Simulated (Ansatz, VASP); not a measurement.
This is a calculation of InP for Ansatz 0.2.0.

input.yaml

```yaml
crystal:
  lattice:
    - [0.0, 2.9305, 2.9305]
    - [2.9305, 0.0, 2.9305]
    - [2.9305, 2.9305, 0.0]
  atoms:
    - { symbol: In, position: [0.0, 0.0, 0.0] }
    - { symbol: P, position: [0.75, 0.75, 0.75] }
hamiltonian:
  xc:
    exchange: hjs_pbesol
    correlation: pbesol
    exx: { coeff: 0.25, omega: 0.207 }
  pseudopotentials: { kind: paw }
kpoints:
  mp_grid: { grid: [4, 4, 4] }
scf:
  occupations: { method: fermi_dirac, width: 0.05 }
output:
  forces: true
  stress: true
  eigenvalues: true
```

Potentials or basis: Ansatz PAW.

Run with:

```bash
$ ansatz run input.yaml --threads 2 --pin off --max-ram 5632MiB --backend cpu --events-out ev --progress --plain --runs-dir out
```

Set up the same calculation for VASP 6.6.1. Potentials there: VASP PAW PBE potentials, release 64 (In_d, P).

As run (the cutoff follows the program's own potentials):

Contents of POSCAR:

```
InP
1.0
    0.0000000000      2.9305000000      2.9305000000
    2.9305000000      0.0000000000      2.9305000000
    2.9305000000      2.9305000000      0.0000000000
In P
1 1
Direct
    0.0000000000      0.0000000000      0.0000000000
    0.7500000000      0.7500000000      0.7500000000
```

INCAR.step1

```
SYSTEM = InP
ALGO = Normal
EDIFF = 1E-5
ENCUT = 520
GGA = PE
ISIF = 2
ISMEAR = -1
LASPH = .True.
LREAL = .False.
LWAVE = .True.
NBANDS = 16
NELM = 60
PREC = Accurate
SIGMA = 0.05
```

INCAR.step2

```
SYSTEM = InP
AEXX = 0.25
ALGO = Normal
EDIFF = 1E-7
ENCUT = 520
GGA = PS
HFSCREEN = 0.207
ISIF = 2
ISMEAR = -1
ISTART = 1
LASPH = .True.
LCHARG = .True.
LELF = .True.
LHFCALC = .True.
LREAL = .False.
LVHAR = .True.
LWAVE = .False.
NBANDS = 16
NELM = 60
PREC = Accurate
PRECFOCK = Normal
SIGMA = 0.05
```

The input KPOINTS:

```
k-points
0
Gamma
  4 4 4
  0 0 0
```

Potentials or basis: VASP PAW PBE potentials, release 64 (In_d, P).

Launch:

```bash
$ cat potpaw_PBE.64/In_d/POTCAR potpaw_PBE.64/P/POTCAR > POTCAR
$ cp INCAR.step1 INCAR
$ mpirun -np 1 vasp_std > vasp.out
$ cp INCAR.step2 INCAR
$ mpirun -np 1 vasp_std > vasp.out
```

Both were run:

|  | VASP | Ansatz | Ansatz less VASP |
| --- | --- | --- | --- |
| gap on the k mesh at the Fermi level (eV) | 1.42 | 1.42 | 0.000 |
| least direct gap on the mesh (eV) | 1.42 | 1.42 | 0.000 |
| pressure (GPa) | -0.3 | -0.2 | +0.08 |

VASP's potentials were made for PBE, not for PBEsol-based screened hybrid.

The k mesh is coarse, so the values compare programs but aren't converged.
